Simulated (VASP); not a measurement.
Write the native input for VASP 6.6.1 that does the following.

```yaml
Task: single point
Functional: PBEsol
Potentials_or_basis: VASP PAW PBE potentials, release 64 (Au)
Cutoff: 520 eV
k_mesh: 14 × 14 × 1
Occupations: gaussian, width 0.1 eV
Spin: no spin polarisation
Dipole_correction: yes
Further_INCAR_settings: ALGO = Normal; EDIFF = 1e-06; NBANDS = 36
```

The structure of Au lies in POSCAR:

```
Au
1.0
    2.8200300622      0.0000000000      0.0000000000
   -1.4100150311      2.5170030989      0.0000000000
    0.0000000000      0.0000000000     24.6013551323
Au
5
Direct
    0.3361360490      0.6722720980      0.3048612550
    0.6638639510      0.3277279020      0.4024306275
    0.3361360490      0.6722720980      0.5000000000
    0.6638639510      0.3277279020      0.5975693725
    0.3361360490      0.6722720980      0.6951387450
```

This cell differs from its parent crystal: atoms taken out.

One way to write it, as run:

INCAR

```
PREC = Accurate ; ENCUT = 520
EDIFF = 1E-6 ; ISMEAR = 0
SIGMA = 0.1 ; LREAL = F
LASPH = T ; NELM = 100
ALGO = Normal ; ISIF = 2
LWAVE = F ; LCHARG = F
LDIPOL = T ; IDIPOL = 3
DIPOL = 0.5 0.5 0.500 ; GGA = PS
NBANDS = 36
```

KPOINTS

```
regular mesh
0
Gamma
  14 14 1
```

Potentials or basis: VASP PAW PBE potentials, release 64 (Au).

Launch:

```console
$ cat potpaw_PBE.64/Au/POTCAR > POTCAR
$ mpirun -np 1 vasp_std > vasp.out
```

Results of the run:

The largest force is 0.107 eV/Å. The band gap on the k mesh is zero (an odd number of electrons rules out a gap without spin polarisation).

Caveat: the cell differs from its parent crystal (atoms taken out); the PAW data sets were made with another functional, which shifts forces and pressure a little; spin-orbit coupling is left out, which moves the levels of the heavy elements.

Wall time 3.5 min on 1 thread of Intel(R) Xeon(R) 6975P-C (Granite Rapids) (shared host), peak memory 0.47 GiB.
